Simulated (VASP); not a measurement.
# ZnCu (R-3m) in VASP: further runs

The runs below take ZnCu through single point, with PBE.

Everything below comes from runs of VASP 6.6.1. Logs are shortened: lines on timing, memory, paths and dates and some standing lists are left out, and cuts for length are marked.

## 1. The cell of the first run

It takes space group R-3m (No. 166, trigonal). Conventional cell: a = 3.922 Å, b = 3.922 Å, c = 5.857 Å, α = 90.00°, β = 90.00°, γ = 120.00°. Zn (site symmetry -3m) has 8 Cu at 2.47 to 2.93 Å and 6 Zn at 2.99 Å within 3.3 Å. Within 3.3 Å of Cu (site symmetry -3m) lie 8 Zn at 2.47 to 2.93 Å and 6 Cu at 2.99 Å.

## 2. Single point, PBE (13.00 Å³/atom)

File INCAR:

```
SYSTEM = ZnCu
PREC     = Accurate       ! precision mode
ENCUT    = 520            ! plane-wave cutoff, eV
EDIFF    = 1E-7           ! SCF threshold, eV
ISMEAR   = 0              ! smearing method
SIGMA    = 0.15           ! smearing width, eV
LREAL    = .False.        ! projectors in reciprocal space
LASPH    = .True.         ! aspherical terms in the spheres
NELM     = 100            ! most SCF steps
ALGO     = Fast           ! electronic algorithm
ISIF     = 2              ! what is computed and relaxed
LWAVE    = .False.        ! write WAVECAR
LCHARG   = .False.        ! write CHGCAR
GGA      = PE             ! functional
NBANDS   = 18             ! bands
```

File KPOINTS:

```
regular mesh
0
Gamma
  16 16 16
  0 0 0
```

File POSCAR:

```
ZnCu
1.0
    2.9758829739      0.2028044743      0.2028044743
    0.2028044743      2.9758829739      0.2028044743
    0.2028044743      0.2028044743      2.9758829739
Zn Cu
1 1
Direct
    0.5000000000      0.5000000000      0.5000000000
    0.0000000000      0.0000000000      0.0000000000
```

Potentials or basis: VASP PAW PBE potentials, release 64 (Zn, Cu).

On the command line:

```console
$ cat potpaw_PBE.64/Zn/POTCAR potpaw_PBE.64/Cu/POTCAR > POTCAR
$ mpirun -np 1 vasp_std > vasp.out
```

OUTCAR:

```text
SYSTEM = ZnCu
   PREC = Accurate
   ENCUT = 520
   EDIFF = 1E-7
   ISMEAR = 0
   LREAL = .False.
   LASPH = .True.
   NELM = 100
   ISIF = 2
   GGA = PE

 ion  position               nearest neighbor table
   1  0.500  0.500  0.500-   2 2.47   2 2.47   2 2.47   2 2.47   2 2.47   2 2.47
   2  0.000  0.000  0.000-   1 2.47   1 2.47   1 2.47   1 2.47   1 2.47   1 2.47

  LATTYP: Found a trigonal (rhomboedric) cell.
 ALAT       =     2.9896720195
 COS(alpha) =     0.1396458982

  Lattice vectors:

 A1 = (   2.9758829739,   0.2028044743,   0.2028044743)
 A2 = (   0.2028044743,   2.9758829739,   0.2028044743)
 A3 = (   0.2028044743,   0.2028044743,   2.9758829739)

Analysis of symmetry for initial positions (statically):
=====================================================================
 Subroutine PRICEL returns:
 Original cell was already a primitive cell.

 Routine SETGRP: Setting up the symmetry group for a
 trigonal (rhombohedral) supercell.

 Subroutine GETGRP returns: Found 12 space group operations
 (whereof 12 operations were pure point group operations)
 out of a pool of 12 trial point group operations.

The static configuration has the point symmetry D_3d.

Analysis of symmetry for dynamics (positions and initial velocities):
=====================================================================
 Subroutine PRICEL returns:
 Original cell was already a primitive cell.

 Routine SETGRP: Setting up the symmetry group for a
 trigonal (rhombohedral) supercell.

 Subroutine GETGRP returns: Found 12 space group operations
 (whereof 12 operations were pure point group operations)
 out of a pool of 12 trial point group operations.

The dynamic configuration has the point symmetry D_3d.

 Subroutine INISYM returns: Found 12 space group operations
 (whereof 12 operations are pure point group operations),
 and found     1 'primitive' translations

----------------------------------------------------------------------------------------

                                     Primitive cell

  volume of cell :      26.0036

  direct lattice vectors                    reciprocal lattice vectors
     2.975882974  0.202804474  0.202804474     0.338982524 -0.021627535 -0.021627535
     0.202804474  2.975882974  0.202804474    -0.021627535  0.338982524 -0.021627535
     0.202804474  0.202804474  2.975882974    -0.021627535 -0.021627535  0.338982524

  length of vectors
     2.989672019  2.989672019  2.989672019     0.340359592  0.340359592  0.340359592

  position of ions in fractional coordinates (direct lattice)
     0.500000000  0.500000000  0.500000000
     0.000000000  0.000000000  0.000000000

  ion indices of the primitive-cell ions
   primitive index   ion index
                 1           1
                 2           2

----------------------------------------------------------------------------------------

 KPOINTS: regular mesh

Automatic generation of k-mesh.
 Grid dimensions read from file:
 generate k-points for:   16   16   16

 Generating k-lattice:

  Cartesian coordinates                     Fractional coordinates (reciprocal lattice)
     0.021186408 -0.001351721 -0.001351721     0.062500000 -0.000000000 -0.000000000
    -0.001351721  0.021186408 -0.001351721    -0.000000000  0.062500000 -0.000000000
    -0.001351721 -0.001351721  0.021186408    -0.000000000 -0.000000000  0.062500000

  Length of vectors
     0.021272475  0.021272475  0.021272475

  Shift w.r.t. Gamma in fractional coordinates (k-lattice)
     0.000000000  0.000000000  0.000000000

 Subroutine IBZKPT returns following result:
 ===========================================

 Found    417 irreducible k-points:

 Following reciprocal coordinates:
            Coordinates               Weight
  0.000000  0.000000  0.000000      1.000000
  0.062500 -0.000000  0.000000      6.000000
  0.125000 -0.000000  0.000000      6.000000
  0.187500  0.000000  0.000000      6.000000
  0.250000 -0.000000  0.000000      6.000000
  0.312500  0.000000  0.000000      6.000000
[... 16 lines left out ...]
 -0.125000  0.062500  0.000000     12.000000
 -0.062500  0.062500  0.000000      6.000000
 [... further k-points ...]
   k-points           NKPTS =    417   k-points in BZ     NKDIM =    417   number of bands    NBANDS=     18
   number of dos      NEDOS =    301   number of ions     NIONS =      2
   total plane-waves  NPLWV =  13824
   dimension x,y,z NGX =    24 NGY =   24 NGZ =   24
   dimension x,y,z NGXF=    48 NGYF=   48 NGZF=   48
   ions per type =               1   1
   NGX,Y,Z   is equivalent  to a cutoff of  13.35, 13.35, 13.35 a.u.
   NGXF,Y,Z  is equivalent  to a cutoff of  26.69, 26.69, 26.69 a.u.
 SYSTEM =  ZnCu
   PREC   = accura    normal or accurate (medium, high low for compatibility)
   ISTART =      0    job   : 0-new  1-cont  2-samecut
   ICHARG =      2    charge: 1-file 2-atom 10-const
   ISPIN  =      1    spin polarized calculation?
   LNONCOLLINEAR =      F non collinear calculations
   LSORBIT =      F    spin-orbit coupling
   LASPH  =      T    aspherical Exc in radial PAW
   ENCUT  =  520.0 eV  38.22 Ry    6.18 a.u.   5.56  5.56  5.56*2*pi/ulx,y,z
   NELM   =    100;   NELMIN=  2; NELMDL= -5     # of ELM steps
   EDIFF  = 0.1E-06   stopping-criterion for ELM
   LREAL  =      F    real-space projection
   EDIFFG = 0.1E-05   stopping-criterion for IOM
   NSW    =      0    number of steps for IOM
   IBRION =     -1    ionic relax: 0-MD 1-quasi-New 2-CG
   NFREE  =      0    steps in history (QN), initial steepest desc. (CG)
   ISIF   =      2    stress and relaxation
   ISYM   =      2    0-nonsym 1-usesym 2-fastsym
   POTIM  = 0.5000    time-step for ionic-motion
   TEBEG  =    0.0;   TEEND  =   0.0 temperature during run
   PSTRESS=    0.0 pullay stress
   NELECT =      23.0000    total number of electrons
   NUPDOWN=      -1.0000    fix difference up-down
   EMIN   =  10.00;   EMAX   =-10.00  energy-range for DOS
   EFERMI =   0.00;   METHOD = LEGACY
   ISMEAR =     0;   SIGMA  =   0.15  broadening in eV -4-tet -1-fermi 0-gaus
   EFERMI_NEDOS =   21; number of points for ismear=-14 and -15
   IALGO  =     68    algorithm
   IMIX   =      4    mixing-type and parameters
     AMIX     =   0.40;   BMIX     =  1.00
     AMIX_MAG =   1.60;   BMIX_MAG =  1.00
  volume/ion in A,a.u.               =      13.00        87.74
  Fermi-wavevector in a.u.,A,eV,Ry     =   1.571472  2.969651 33.599902  2.469523
  Thomas-Fermi vector in A             =   2.673051
   LORBIT       =      0    0 simple, 1 ext, 2 COOP (PROOUT), +10 PAW based schemes
   GGA     = PE    functional components
   LHFCALC =     F    Hartree Fock is set to
   AEXX    =    0.0000 exact exchange contribution
   IVDW    =     0    specifies the selected vdW correction
   LEPSILON=     F    determine dielectric tensor
   LRPA    =     F    only Hartree local field effects (RPA)
 non-spin polarized calculation
 RMM-DIIS sequential band-by-band and
 Gauss-broadening in eV      SIGMA  =   0.15
  energy-cutoff  :      520.00
  volume of cell :       26.00
 maximum number of plane-waves:       721
 NGX is ok and might be reduce to    24
   NGX = 11   NGY = 11   NGZ = 11

 number of electron      23.0000008 magnetization

 Free energy of the ion-electron system (eV)
  ---------------------------------------------------
  ext. energy  EPLUGINS =         0.00000000
  ---------------------------------------------------
  free energy    TOTEN  =        -4.75936206 eV

  energy without entropy =       -4.75330699  energy(sigma->0) =       -4.75633453

 E-fermi :   5.4261     XC(G=0): -12.2831

 val. band max:        5.4180558420   @ k =  -0.3125   0.3125   0.0000
 cond. band min:       5.4337132835   @ k =   0.3750   0.3750  -0.0000
 fundamental gap:      0.0156574416
 Fermi energy:         5.4261059164

 k-point     1 :       0.0000    0.0000    0.0000
  band No.  band energies     occupation
      1      -4.8278      2.00000
      2      -2.4416      2.00000
      3      -2.4416      2.00000
      4      -1.9567      2.00000
      5      -1.9567      2.00000
      6      -1.6998      2.00000
[... 10 lines left out ...]
     17      17.8092      0.00000
     18      25.2630      0.00000

 k-point     2 :       0.0625   -0.0000    0.0000
  band No.  band energies     occupation
      1      -4.7566      2.00000
      2      -2.4336      2.00000
      3      -2.4279      2.00000
      4      -1.9589      2.00000
      5      -1.9529      2.00000
      6      -1.7040      2.00000
[... 10 lines left out ...]
     17      18.2716      0.00000
     18      24.5875      0.00000

 k-point     3 :       0.1250   -0.0000    0.0000
  band No.  band energies     occupation
      1      -4.5447      2.00000
      2      -2.4108      2.00000
      3      -2.3879      2.00000
      4      -1.9649      2.00000
      5      -1.9422      2.00000
      6      -1.7153      2.00000
[... 10 lines left out ...]
     17      19.9239      0.00000
     18      23.2599      0.00000

 k-point     4 :       0.1875    0.0000    0.0000
  band No.  band energies     occupation
      1      -4.1984      2.00000
      2      -2.3770      2.00000
      3      -2.3237      2.00000
      4      -1.9731      2.00000
      5      -1.9269      2.00000
      6      -1.7299      2.00000
[... 375 lines left out ...]
      4      -1.9645      2.00000
      5      -1.9092      2.00000
      6      -1.7362      2.00000
[... 10 lines left out ...]
     17      21.5768      0.00000
     18      22.4941      0.00000

 k-point    23 :      -0.1250    0.0625    0.0000
  band No.  band energies     occupation
      1      -4.4383      2.00000
      2      -2.3954      2.00000
      3      -2.3800      2.00000
      4      -1.9598      2.00000
      5      -1.9274      2.00000
      6      -1.7197      2.00000
[... 10 lines left out ...]
     17      20.2683      0.00000
     18      22.9247      0.00000

 k-point    24 :      -0.0625    0.0625    0.0000
  band No.  band energies     occupation
      1      -4.6673      2.00000
      2      -2.4205      2.00000
      3      -2.4182      2.00000
      4      -1.9572      2.00000
      5      -1.9429      2.00000
      6      -1.7078      2.00000
[... 10 lines left out ...]
     17      18.6956      0.00000
     18      24.6219      0.00000

 [... further k-points ...]

------------------------ aborting loop because EDIFF is reached ----------------------------------------

  FORCE on cell =-STRESS in cart. coord.  units (eV):
  Direction    XX          YY          ZZ          XY          YZ          ZX
  --------------------------------------------------------------------------------------
  -------------------------------------------------------------------------------------
  Total        0.8612522      0.8612522      0.8612522     -1.0390962     -1.0390962     -1.0390962
  in kB       53.0650115     53.0650115     53.0650115    -64.0226522    -64.0226522    -64.0226522
  external PRESSURE =      53.0650115 kB  Pullay stress =       0.0000000 kB

 VOLUME and BASIS-vectors are now :
 -----------------------------------------------------------------------------
  energy-cutoff  :      520.00
  volume of cell :       26.00
      direct lattice vectors                 reciprocal lattice vectors
     2.975882974  0.202804474  0.202804474     0.338982524 -0.021627535 -0.021627535
     0.202804474  2.975882974  0.202804474    -0.021627535  0.338982524 -0.021627535
     0.202804474  0.202804474  2.975882974    -0.021627535 -0.021627535  0.338982524

 POSITION                                       TOTAL-FORCE (eV/Angst)
 -----------------------------------------------------------------------------------
      1.69075      1.69075      1.69075        -0.000000     -0.000000     -0.000000
      0.00000      0.00000      0.00000         0.000000      0.000000      0.000000
 -----------------------------------------------------------------------------------
    total drift:                               -0.000000      0.000000     -0.000000

  FREE ENERGIE OF THE ION-ELECTRON SYSTEM (eV)
  ---------------------------------------------------
  free  energy   TOTEN  =        -4.7593620596 eV

  energy  without entropy=       -4.7533069906  energy(sigma->0) =       -4.75633453
```

Wall time 2.1 min (1 thread of Oxide Virtual Turin-like, shared host); peak memory 0.28 GiB.

Results:

| Property | Result |
| --- | --- |
| Free energy | -4.7594 eV |
| Pressure | 5.3 GPa |
| Band gap on the k mesh | zero (an odd number of electrons rules out a gap without spin polarisation) |

Stress tensor (GPa, compression positive):
```
 5.31 -6.40 -6.40
-6.40  5.31 -6.40
-6.40 -6.40  5.31
```

Levels at points of the mesh, in eV from the Fermi level:
```tsv
k point	band 8	band 9	band 10	band 11	band 12	band 13	band 14	band 15
(0.00, 0.00, 0.00)	-3.56	-2.85	-2.82	-2.82	5.97	5.97	7.27	11.36
(0.50, 0.00, 0.00)	-3.79	-3.41	-3.25	-2.95	-2.11	10.67	10.79	10.85
(0.50, 0.50, 0.00)	-2.95	-2.92	-2.62	-2.58	-0.91	0.73	3.27	9.79
(0.50, 0.50, 0.50)	-4.24	-2.62	-2.62	0.76	1.83	5.35	5.35	5.41
```

Caveat: the cell stands under pressure.

(Part 1 of 2 ends here.)
